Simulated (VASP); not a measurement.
Crystal: I.

```xyz
4
Lattice="3.8764 -2.2266 0.0000 3.8764 2.2266 0.0000 0.0000 0.0000 9.7521" Properties=species:S:1:pos:R:3 pbc="T T T"
I     3.8764   -1.4634    8.5562
I     3.8764    0.7631    6.0720
I     3.8764    1.4634    1.1959
I     3.8764   -0.7631    3.6801
```

```yaml
Program: VASP 6.6.1
Task: relaxation of shape and atoms at fixed volume
Functional: PBEsol
Potentials_or_basis: VASP PAW PBE potentials, release 64 (I)
Cutoff: 600 eV
k_mesh: 8 × 8 × 4
Occupations: gaussian, width 0.02 eV
Spin: no spin polarisation
```

At the start: pressure -0.9 GPa; volume 42.09 Å³/atom.

Task: How do energy, volume and symmetry change on relaxing?

Result: Over 8 steps the energy falls by 2.4 meV/atom; space group Cmce (No. 64, to 0.1 Å) before and after.

Step by step:
```
step  energy change (eV)  largest force (eV/Å)  pressure (GPa)  volume (Å³)
   1              0.0000                0.1200           -0.95       168.34
   2             -0.0084                0.0234           -0.49       168.34
   3             -0.0086                0.0351           -0.40       168.34
   4             -0.0089                0.0208           -0.39       168.34
   5             -0.0092                0.0114           -0.36       168.34
   6             -0.0092                0.0096           -0.37       168.34
   7             -0.0093                0.0070           -0.36       168.34
   8             -0.0094                0.0014           -0.34       168.34
```

Final structure:
```yaml
crystal:
  lattice:
    - [3.93773, -2.20714, 0.00000]
    - [3.93773, 2.20714, 0.00000]
    - [0.00000, 0.00000, 9.68460]
  atoms:
    - { symbol: I, position: [0.83006, 0.16994, 0.87736] }
    - { symbol: I, position: [0.33006, 0.66994, 0.62264] }
    - { symbol: I, position: [0.16994, 0.83006, 0.12264] }
    - { symbol: I, position: [0.66994, 0.33006, 0.37736] }
```

Caveat: the PAW data sets were made with another functional, which shifts forces and pressure a little.
